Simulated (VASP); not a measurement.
# CaS (l) (Fm-3m) in VASP: notebook

The runs below take CaS (l) through single point, relaxation of cell and atoms, with LDA.

All numbers are computed with VASP 6.6.1; they aren't measurements. Logs are shortened: lines on timing, memory, paths and dates and some standing lists are left out, and cuts for length are marked.

## Step 1: The cell of the first run

It takes space group Fm-3m (No. 225, cubic). The conventional cell has a = 5.564 Å, b = 5.564 Å, c = 5.564 Å, α = 90.00°, β = 90.00°, γ = 90.00°. Within 3.7 Å of Ca (site symmetry m-3m) lie 6 S at 2.78 Å. Within 3.7 Å of S (site symmetry m-3m) lie 6 Ca at 2.78 Å.

## Step 2: Single point, LDA

Input file INCAR:

```
ALGO = Normal
EDIFF = 1E-6
ENCUT = 500
GGA_COMPAT = F
ISIF = 2
ISMEAR = 0
LASPH = T
LCHARG = F
LREAL = F
LWAVE = F
NBANDS = 15
NELM = 120
PREC = Accurate
SIGMA = 0.02
```

Input file KPOINTS:

```
k-points
0
Gamma
  8 8 8
```

Input file POSCAR:

```
CaS
1.0
    0.0000000000      2.7820363117      2.7820363117
    2.7820363117      0.0000000000      2.7820363117
    2.7820363117      2.7820363117      0.0000000000
Ca S
1 1
Direct
    0.0000000000      0.0000000000      0.0000000000
    0.5000000000      0.5000000000      0.5000000000
```

Potentials or basis: VASP PAW LDA potentials, release 64 (Ca_sv, S).

Started as:

```console
> cat potpaw_LDA.64/Ca_sv/POTCAR potpaw_LDA.64/S/POTCAR > POTCAR
> mpirun -np 1 vasp_std > vasp.out
```

OUTCAR:

```text
EDIFF = 1E-6
   ENCUT = 500
   ISIF = 2
   ISMEAR = 0
   LASPH = T
   LREAL = F
   NELM = 120
   PREC = Accurate

 ion  position               nearest neighbor table
   1  0.000  0.000  0.000-   2 2.78   2 2.78   2 2.78   2 2.78   2 2.78   2 2.78
   2  0.500  0.500  0.500-   1 2.78   1 2.78   1 2.78   1 2.78   1 2.78   1 2.78

  LATTYP: Found a face centered cubic cell.
 ALAT       =     5.5640726234

  Lattice vectors:

 A1 = (   0.0000000000,   2.7820363117,   2.7820363117)
 A2 = (   2.7820363117,   0.0000000000,   2.7820363117)
 A3 = (   2.7820363117,   2.7820363117,   0.0000000000)

Analysis of symmetry for initial positions (statically):
=====================================================================
 Subroutine PRICEL returns:
 Original cell was already a primitive cell.

 Routine SETGRP: Setting up the symmetry group for a
 face centered cubic supercell.

 Subroutine GETGRP returns: Found 48 space group operations
 (whereof 48 operations were pure point group operations)
 out of a pool of 48 trial point group operations.

The static configuration has the point symmetry O_h .

Analysis of symmetry for dynamics (positions and initial velocities):
=====================================================================
 Subroutine PRICEL returns:
 Original cell was already a primitive cell.

 Routine SETGRP: Setting up the symmetry group for a
 face centered cubic supercell.

 Subroutine GETGRP returns: Found 48 space group operations
 (whereof 48 operations were pure point group operations)
 out of a pool of 48 trial point group operations.

The dynamic configuration has the point symmetry O_h .

 Subroutine INISYM returns: Found 48 space group operations
 (whereof 48 operations are pure point group operations),
 and found     1 'primitive' translations

----------------------------------------------------------------------------------------

                                     Primitive cell

  volume of cell :      43.0644

  direct lattice vectors                    reciprocal lattice vectors
     0.000000000  2.782036312  2.782036312    -0.179724469  0.179724469  0.179724469
     2.782036312  0.000000000  2.782036312     0.179724469 -0.179724469  0.179724469
     2.782036312  2.782036312  0.000000000     0.179724469  0.179724469 -0.179724469

  length of vectors
     3.934393483  3.934393483  3.934393483     0.311291912  0.311291912  0.311291912

  position of ions in fractional coordinates (direct lattice)
     0.000000000  0.000000000  0.000000000
     0.500000000  0.500000000  0.500000000

  ion indices of the primitive-cell ions
   primitive index   ion index
                 1           1
                 2           2

----------------------------------------------------------------------------------------

 KPOINTS: k-points

Automatic generation of k-mesh.
 Grid dimensions read from file:
 generate k-points for:    8    8    8

 Generating k-lattice:

  Cartesian coordinates                     Fractional coordinates (reciprocal lattice)
    -0.022465559  0.022465559  0.022465559     0.125000000  0.000000000  0.000000000
     0.022465559 -0.022465559  0.022465559     0.000000000  0.125000000  0.000000000
     0.022465559  0.022465559 -0.022465559     0.000000000  0.000000000  0.125000000

  Length of vectors
     0.038911489  0.038911489  0.038911489

  Shift w.r.t. Gamma in fractional coordinates (k-lattice)
     0.000000000  0.000000000  0.000000000

 Subroutine IBZKPT returns following result:
 ===========================================

 Found     29 irreducible k-points:

 Following reciprocal coordinates:
            Coordinates               Weight
  0.000000  0.000000  0.000000      1.000000
  0.125000  0.000000  0.000000      8.000000
  0.250000  0.000000  0.000000      8.000000
  0.375000  0.000000  0.000000      8.000000
  0.500000  0.000000  0.000000      4.000000
  0.125000  0.125000  0.000000      6.000000
[... 16 lines left out ...]
  0.500000  0.250000  0.125000     48.000000
 -0.375000  0.250000  0.125000     24.000000
 [... further k-points ...]
   k-points           NKPTS =     29   k-points in BZ     NKDIM =     29   number of bands    NBANDS=     15
   number of dos      NEDOS =    301   number of ions     NIONS =      2
   total plane-waves  NPLWV =  27000
   dimension x,y,z NGX =    30 NGY =   30 NGZ =   30
   dimension x,y,z NGXF=    60 NGYF=   60 NGZF=   60
   ions per type =               1   1
   NGX,Y,Z   is equivalent  to a cutoff of  12.68, 12.68, 12.68 a.u.
   NGXF,Y,Z  is equivalent  to a cutoff of  25.35, 25.35, 25.35 a.u.
 SYSTEM =  unknown system
   PREC   = accura    normal or accurate (medium, high low for compatibility)
   ISTART =      0    job   : 0-new  1-cont  2-samecut
   ICHARG =      2    charge: 1-file 2-atom 10-const
   ISPIN  =      1    spin polarized calculation?
   LNONCOLLINEAR =      F non collinear calculations
   LSORBIT =      F    spin-orbit coupling
   LASPH  =      T    aspherical Exc in radial PAW
   ENCUT  =  500.0 eV  36.75 Ry    6.06 a.u.   7.17  7.17  7.17*2*pi/ulx,y,z
   NELM   =    120;   NELMIN=  2; NELMDL= -5     # of ELM steps
   EDIFF  = 0.1E-05   stopping-criterion for ELM
   LREAL  =      F    real-space projection
   EDIFFG = 0.1E-04   stopping-criterion for IOM
   NSW    =      0    number of steps for IOM
   IBRION =     -1    ionic relax: 0-MD 1-quasi-New 2-CG
   NFREE  =      0    steps in history (QN), initial steepest desc. (CG)
   ISIF   =      2    stress and relaxation
   ISYM   =      2    0-nonsym 1-usesym 2-fastsym
   POTIM  = 0.5000    time-step for ionic-motion
   TEBEG  =    0.0;   TEEND  =   0.0 temperature during run
   PSTRESS=    0.0 pullay stress
   NELECT =      16.0000    total number of electrons
   NUPDOWN=      -1.0000    fix difference up-down
   EMIN   =  10.00;   EMAX   =-10.00  energy-range for DOS
   EFERMI =   0.00;   METHOD = LEGACY
   ISMEAR =     0;   SIGMA  =   0.02  broadening in eV -4-tet -1-fermi 0-gaus
   EFERMI_NEDOS =   21; number of points for ismear=-14 and -15
   IALGO  =     38    algorithm
   IMIX   =      4    mixing-type and parameters
     AMIX     =   0.40;   BMIX     =  1.00
     AMIX_MAG =   1.60;   BMIX_MAG =  1.00
  volume/ion in A,a.u.               =      21.53       145.31
  Fermi-wavevector in a.u.,A,eV,Ry     =   1.176907  2.224031 18.845557  1.385109
  Thomas-Fermi vector in A             =   2.313262
   LORBIT       =      0    0 simple, 1 ext, 2 COOP (PROOUT), +10 PAW based schemes
   GGA     = CA    functional components
   LHFCALC =     F    Hartree Fock is set to
   AEXX    =    0.0000 exact exchange contribution
   IVDW    =     0    specifies the selected vdW correction
   LEPSILON=     F    determine dielectric tensor
   LRPA    =     F    only Hartree local field effects (RPA)
 non-spin polarized calculation
 Gauss-broadening in eV      SIGMA  =   0.02
  energy-cutoff  :      500.00
  volume of cell :       43.06
 maximum number of plane-waves:      1108
 NGX is ok and might be reduce to    30
   NGX = 15   NGY = 15   NGZ = 15

 number of electron      15.9999997 magnetization

 Free energy of the ion-electron system (eV)
  ---------------------------------------------------
  ext. energy  EPLUGINS =         0.00000000
  ---------------------------------------------------
  free energy    TOTEN  =       -11.43333553 eV

  energy without entropy =      -11.43333553  energy(sigma->0) =      -11.43333553

 E-fermi :   3.2073     XC(G=0):  -9.9985

 val. band max:        3.0825775783   @ k =   0.0000   0.0000   0.0000
 cond. band min:       5.0444392682   @ k =   0.5000   0.5000   0.0000
 fundamental gap:      1.9618616899
 Fermi energy:         3.2073318283

 k-point     1 :       0.0000    0.0000    0.0000
  band No.  band energies     occupation
      1     -35.4317      2.00000
      2     -16.7183      2.00000
      3     -16.7183      2.00000
      4     -16.7183      2.00000
      5      -8.4516      2.00000
      6       3.0826      2.00000
      7       3.0826      2.00000
      8       3.0826      2.00000
      9       7.0157      0.00000
     10       7.0157      0.00000
     11       7.0157      0.00000
     12       7.4178      0.00000
     13       7.7215      0.00000
     14       7.7215      0.00000
     15      13.8689      0.00000

 k-point     2 :       0.1250    0.0000    0.0000
  band No.  band energies     occupation
      1     -35.4290      2.00000
      2     -16.7557      2.00000
      3     -16.7210      2.00000
      4     -16.7210      2.00000
      5      -8.3190      2.00000
      6       2.3469      2.00000
      7       2.8095      2.00000
      8       2.8095      2.00000
      9       7.0602      0.00000
     10       7.2705      0.00000
     11       7.2705      0.00000
     12       8.1929      0.00000
     13       8.1929      0.00000
     14       8.2022      0.00000
     15      14.1611      0.00000

 k-point     3 :       0.2500    0.0000    0.0000
  band No.  band energies     occupation
      1     -35.4227      2.00000
      2     -16.8436      2.00000
      3     -16.7275      2.00000
      4     -16.7275      2.00000
      5      -7.9816      2.00000
      6       1.0617      2.00000
      7       2.2896      2.00000
      8       2.2896      2.00000
      9       7.2121      0.00000
     10       7.9130      0.00000
     11       7.9130      0.00000
     12       9.3441      0.00000
     13       9.3441      0.00000
     14       9.5945      0.00000
     15      13.7175      0.00000

 k-point     4 :       0.3750    0.0000    0.0000
  band No.  band energies     occupation
      1     -35.4163      2.00000
      2     -16.9283      2.00000
      3     -16.7339      2.00000
      4     -16.7339      2.00000
      5      -7.6114      2.00000
      6       0.0393      2.00000
      7       1.8811      2.00000
      8       1.8811      2.00000
      9       7.6922      0.00000
     10       8.7774      0.00000
     11       8.7774      0.00000
     12       9.8196      0.00000
     13      10.6469      0.00000
     14      10.6469      0.00000
     15      13.1617      0.00000
[... 307 lines left out ...]
 k-point    22 :       0.3750    0.2500    0.1250
  band No.  band energies     occupation
      1     -35.4180      2.00000
      2     -16.8570      2.00000
      3     -16.7657      2.00000
      4     -16.7383      2.00000
      5      -7.8282      2.00000
      6       0.6986      2.00000
      7       2.0975      2.00000
      8       2.1224      2.00000
      9       6.6486      0.00000
     10       8.3955      0.00000
     11       8.7700      0.00000
     12       8.9764      0.00000
     13       9.6181      0.00000
     14      11.4241      0.00000
     15      13.0055      0.00000

 k-point    23 :       0.5000    0.2500    0.1250
  band No.  band energies     occupation
      1     -35.4129      2.00000
      2     -16.8987      2.00000
      3     -16.7846      2.00000
      4     -16.7487      2.00000
      5      -7.6053      2.00000
      6       0.3135      2.00000
      7       1.6062      2.00000
      8       1.8474      2.00000
      9       7.2217      0.00000
     10       8.9833      0.00000
     11       9.2626      0.00000
     12       9.4196      0.00000
     13      10.1243      0.00000
     14      11.7909      0.00000
     15      12.1417      0.00000

 k-point    24 :      -0.3750    0.2500    0.1250
  band No.  band energies     occupation
      1     -35.4108      2.00000
      2     -16.9167      2.00000
      3     -16.7891      2.00000
      4     -16.7554      2.00000
      5      -7.5097      2.00000
      6       0.1684      2.00000
      7       1.4015      2.00000
      8       1.7468      2.00000
      9       7.9702      0.00000
     10       8.3096      0.00000
     11       9.5825      0.00000
     12       9.9977      0.00000
     13      10.2812      0.00000
     14      11.2574      0.00000
     15      12.7464      0.00000

 [... further k-points ...]

------------------------ aborting loop because EDIFF is reached ----------------------------------------

  FORCE on cell =-STRESS in cart. coord.  units (eV):
  Direction    XX          YY          ZZ          XY          YZ          ZX
  --------------------------------------------------------------------------------------
  -------------------------------------------------------------------------------------
  Total        0.0687260      0.0687260      0.0687260      0.0000000     -0.0000000      0.0000000
  in kB        2.5568980      2.5568980      2.5568980      0.0000000     -0.0000000      0.0000000
  external PRESSURE =       2.5568980 kB  Pullay stress =       0.0000000 kB

 VOLUME and BASIS-vectors are now :
 -----------------------------------------------------------------------------
  energy-cutoff  :      500.00
  volume of cell :       43.06
      direct lattice vectors                 reciprocal lattice vectors
     0.000000000  2.782036312  2.782036312    -0.179724469  0.179724469  0.179724469
     2.782036312  0.000000000  2.782036312     0.179724469 -0.179724469  0.179724469
     2.782036312  2.782036312  0.000000000     0.179724469  0.179724469 -0.179724469

 POSITION                                       TOTAL-FORCE (eV/Angst)
 -----------------------------------------------------------------------------------
      0.00000      0.00000      0.00000         0.000000      0.000000      0.000000
      2.78204      2.78204      2.78204         0.000000     -0.000000     -0.000000
 -----------------------------------------------------------------------------------
    total drift:                               -0.000000      0.000000      0.000000

  FREE ENERGIE OF THE ION-ELECTRON SYSTEM (eV)
  ---------------------------------------------------
  free  energy   TOTEN  =       -11.4333355267 eV

  energy  without entropy=      -11.4333355267  energy(sigma->0) =      -11.43333553
```

It took 33 s on 1 thread of Intel Xeon 8259CL, shared host; peak memory 0.15 GiB.

Results:

```yaml
Free_energy: -11.4333 eV
Pressure: 0.3 GPa
Band_gap_on_the_k_mesh: 1.96 eV, indirect (least direct gap 2.83 eV)
```

Levels at points of the mesh, in eV from the valence-band top:
| k point | band 4 | band 5 | band 6 | band 7 | band 8 | band 9 | band 10 | band 11 | band 12 | band 13 |
| --- | --- | --- | --- | --- | --- | --- | --- | --- | --- | --- |
| (0.00, 0.00, 0.00) | -19.80 | -11.53 | 0.00 | 0.00 | 0.00 | 3.93 | 3.93 | 3.93 | 4.34 | 4.64 |
| (0.50, 0.00, 0.00) | -19.82 | -10.53 | -3.43 | -1.35 | -1.35 | 5.16 | 6.11 | 6.23 | 6.23 | 8.50 |
| (0.50, 0.50, 0.00) | -19.87 | -10.82 | -2.46 | -0.87 | -0.87 | 1.96 | 5.59 | 6.12 | 6.89 | 6.89 |

A k mesh can miss the band edges. LDA gaps usually lie below the measured ones, often by a third to a half.

## Step 3: Relaxation of cell and atoms, LDA

This run uses another cell than the first one, of 23.21 Å³/atom, 1.078 times its volume.

Input file INCAR:

```
SYSTEM = CaS
  ALGO = Normal
  EDIFF = 1E-7
  EDIFFG = -0.002
  ENCUT = 500
  GGA = CA
  GGA_COMPAT = .False.
  IBRION = 2
  ISIF = 3
  ISMEAR = 0
  LASPH = .True.
  LCHARG = .False.
  LREAL = .False.
  LWAVE = .False.
  NELM = 120
  NELMIN = 4
  NSW = 100
  PREC = Accurate
  SIGMA = 0.02
```

Input file KPOINTS:

```
k-points
0
Gamma
  8 8 8
  0 0 0
```

Input file POSCAR:

```
CaS
1.0
    0.0000000000      2.8523742900      2.8523742900
    2.8523742900      0.0000000000      2.8523742900
    2.8523742900      2.8523742900      0.0000000000
Ca S
1 1
Direct
    0.0000000000      0.0000000000      0.0000000000
    0.5000000000      0.5000000000      0.5000000000
```

Potentials or basis: VASP PAW LDA potentials, release 64 (Ca_sv, S).

Started as:

```console
> cat potpaw_LDA.64/Ca_sv/POTCAR potpaw_LDA.64/S/POTCAR > POTCAR
> mpirun -np 1 vasp_std > vasp.out
```

Wall time 77 s (1 thread of Intel Xeon 8259CL, shared host); peak memory 0.16 GiB.

It converged, with:

- Free energy: -11.4347 eV
- Relaxed volume: 21.61 Å³/atom
- Relaxed cell: a = 3.939 Å, b = 3.939 Å, c = 3.939 Å, α = 60.00°, β = 60.00°, γ = 60.00°
- Space group after relaxing (to 0.05 Å): Fm-3m (No. 225)
- Energy gained by relaxing: 21.9 meV/atom
- Ionic steps: 3
- Pressure after relaxing: 0.0 GPa
- Band gap on the k mesh: 1.97 eV, indirect (least direct gap 2.84 eV)

Step by step:
| step | energy change (eV) | largest force (eV/Å) | pressure (GPa) | volume (Å³) |
| --- | --- | --- | --- | --- |
| 1 | 0.0000 | 0.0000 | -4.15 | 46.41 |
| 2 | -0.0410 | 0.0000 | 1.22 | 42.49 |
| 3 | -0.0438 | 0.0000 | 0.01 | 43.23 |

Final structure:
```
Ca S
1.0
     0.00000    2.78558    2.78558
     2.78558    0.00000    2.78558
     2.78558    2.78558    0.00000
Ca S
1 1
Cartesian
  0.0000 0.0000 0.0000
  2.7856 2.7856 2.7856
```

Levels at points of the mesh, in eV from the valence-band top:
```csv
k point,band 6,band 7,band 8,band 9,band 10,band 11
"(0.00, 0.00, 0.00)",0.00,0.00,0.00,3.94,3.94,3.94
"(0.50, 0.00, 0.00)",-3.42,-1.34,-1.34,5.15,6.10,6.21
"(0.50, 0.50, 0.00)",-2.45,-0.87,-0.87,1.97,5.58,6.10
```
